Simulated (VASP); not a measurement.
A run of VASP 6.6.1 is set up as follows.

File INCAR:

```
ALGO     = Normal         # electronic algorithm
EDIFF    = 1E-6           # SCF threshold, eV
ENCUT    = 500            # plane-wave cutoff, eV
GGA      = PE             # functional
GGA_COMPAT= False        
ISIF     = 2              # what is computed and relaxed
ISMEAR   = 0              # smearing method
LASPH    = True           # aspherical terms in the spheres
LCHARG   = False          # write CHGCAR
LREAL    = False          # projectors in reciprocal space
LWAVE    = False          # write WAVECAR
NBANDS   = 15             # bands
NELM     = 120            # most SCF steps
PREC     = Accurate       # precision mode
SIGMA    = 0.1            # smearing width, eV
```

The input KPOINTS:

```
k-points
0
Gamma
  3 3 3
```

Contents of POSCAR:

```
CaS
1.0
    0.0000000000      2.8523742917      2.8523742917
    2.8523742917      0.0000000000      2.8523742917
    2.8523742917      2.8523742917      0.0000000000
Ca S
1 1
Direct
    0.0000000000      0.0000000000      0.0000000000
    0.5000000000      0.5000000000      0.5000000000
```

Potentials or basis: VASP PAW PBE potentials, release 64 (Ca_sv, S).

The run is started by

```sh
$ cat potpaw_PBE.64/Ca_sv/POTCAR potpaw_PBE.64/S/POTCAR > POTCAR
$ mpirun -np 1 vasp_std > vasp.out
```

(1) What does it give for the pressure?

(2) What does it give for the band gap on the k mesh?

Answers

(1) 0.8 GPa.

(2) 2.68 eV (least direct gap 3.37 eV).

Caveat: the k points lie up to 0.64 Å⁻¹ apart; an odd mesh through Γ misses points on the zone boundary, where band edges can lie.
